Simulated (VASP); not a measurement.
A run of VASP 6.6.1 is set up as follows.

The input INCAR:

```
SYSTEM = AlCu5
PREC = Accurate
ENCUT = 520
EDIFF = 1E-7
ISMEAR = 0
SIGMA = 0.1
LREAL = .FALSE.
LASPH = .TRUE.
NELM = 60
ALGO = Normal
ISIF = 2
LWAVE = .FALSE.
LCHARG = .FALSE.
GGA = PE
NBANDS = 38
```

Contents of KPOINTS:

```
regular mesh
0
G
  6 6 2
  0 0 0
```

File POSCAR:

```
AlCu5
1.0
    2.6508285277      0.0000000029      0.0000000000
   -1.3254142663      2.2956848446      0.0000000000
    0.0000000000      0.0000000000     12.3569893573
Al Cu
1 5
Direct
    0.3333333333      0.6666666667      0.0000000000
    0.3333333333      0.6666666667      0.6664369983
    0.3333333333      0.6666666667      0.3335630017
    0.6666666667      0.3333333333      0.8323417658
    0.6666666667      0.3333333333      0.1676582342
    0.6666666667      0.3333333333      0.5000000000
```

Potentials or basis: VASP PAW PBE potentials, release 64 (Al, Cu).

The run is started by

```sh
$ cat potpaw_PBE.64/Al/POTCAR potpaw_PBE.64/Cu/POTCAR > POTCAR
$ mpirun -np 1 vasp_std > vasp.out
```

(1) Estimate the pressure.

(2) Estimate the band gap on the k mesh.

(3) Estimate the largest force.

Results:

(1) 0.6 GPa.

(2) zero (band 29 reaches 10.12 eV, above the bottom of band 30 at 5.98 eV).

(3) 0.008 eV/Å.

Caveat: the k points lie up to 0.46 Å⁻¹ apart.
